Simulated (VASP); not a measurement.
A run of VASP 6.6.1:

The input INCAR:

```
SYSTEM = Pb
  ALGO = Normal
  EDIFF = 1E-6
  ENCUT = 520
  GGA = PE
  ISIF = 2
  ISMEAR = -1
  LASPH = .TRUE.
  LCHARG = .FALSE.
  LREAL = .FALSE.
  LWAVE = .FALSE.
  NBANDS = 66
  NELM = 100
  PREC = Accurate
  SIGMA = 0.1
```

File KPOINTS:

```
k-points
0
G
  4 4 4
  0 0 0
```

POSCAR

```
Pb
1.0
    6.4106125817      0.0000000000      0.0000000000
    0.0000000000      6.4106125817      0.0000000000
    0.0000000000      0.0000000000      6.4106125817
Pb
8
Direct
    0.0000000000      1.0000000000      0.0000000000
    0.5000000000      0.5000000000      0.5000000000
    0.2500000000      0.0000000000      0.5000000000
    0.7500000000      0.0000000000      0.5000000000
    0.5000000000      0.2500000000      1.0000000000
    0.5000000000      0.7500000000      0.0000000000
    1.0000000000      0.5000000000      0.2500000000
    1.0000000000      0.5000000000      0.7500000000
```

Potentials or basis: VASP PAW PBE potentials, release 64 (Pb_d).

Launch:

```console
$ cat potpaw_PBE.64/Pb_d/POTCAR > POTCAR
$ mpirun -np 1 vasp_std > vasp.out
```

Hardware: 1 thread of Intel Xeon 6975P-C (shared host).

Task: Estimate the wall time of this run.

Result: It took 2.7 min on 1 thread of Intel Xeon 6975P-C (shared host), peak memory 0.38 GiB. Counts: scf iterations 14, k points 10.
